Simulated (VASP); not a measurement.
A run of VASP 6.6.1 is set up as follows.

POSCAR

```
SiC
1.0
    3.0344049466      0.0000000000      0.0000000000
   -1.5172024733      2.6278717692      0.0000000000
    0.0000000000      0.0000000000      4.9790021654
Si C
2 2
Direct
    0.3333333333      0.6666666667      0.0046122788
    0.6666666667      0.3333333333      0.5046122788
    0.3333333333      0.6666666667      0.3803877212
    0.6666666667      0.3333333333      0.8803877212
```

The input INCAR.step1:

```
PREC = Accurate ; ENCUT = 520
ISMEAR = 0 ; SIGMA = 0.01
LREAL = False ; LASPH = True
NELM = 60 ; NBANDS = 16
GGA = PE ; ALGO = Normal
EDIFF = 1E-4 ; LWAVE = True
LCHARG = False
```

File INCAR.step2:

```
PREC = Accurate ; ENCUT = 520
EDIFF = 1E-6 ; ISMEAR = 0
SIGMA = 0.01 ; LREAL = False
LASPH = True ; NELM = 60
ALGO = Normal ; ISIF = 2
LWAVE = False ; LCHARG = False
METAGGA = R2SCAN ; LMIXTAU = True
NBANDS = 16 ; ISTART = 1
```

KPOINTS

```
regular mesh
0
Gamma
  8 8 6
```

Potentials or basis: VASP PAW PBE potentials, release 64 (Si, C).

Run with:

```console
$ cat potpaw_PBE.64/Si/POTCAR potpaw_PBE.64/C/POTCAR > POTCAR
$ cp INCAR.step1 INCAR
$ mpirun -np 1 vasp_std > vasp.out
$ cp INCAR.step2 INCAR
$ mpirun -np 1 vasp_std > vasp.out
```

(1) What does it give for the band gap on the k mesh?

(2) Estimate the pressure.

## Answers

(1) 2.87 eV, indirect (least direct gap 4.58 eV).

(2) 9.8 GPa.

Caveat: the PAW data sets were made with another functional, which shifts forces and pressure a little.
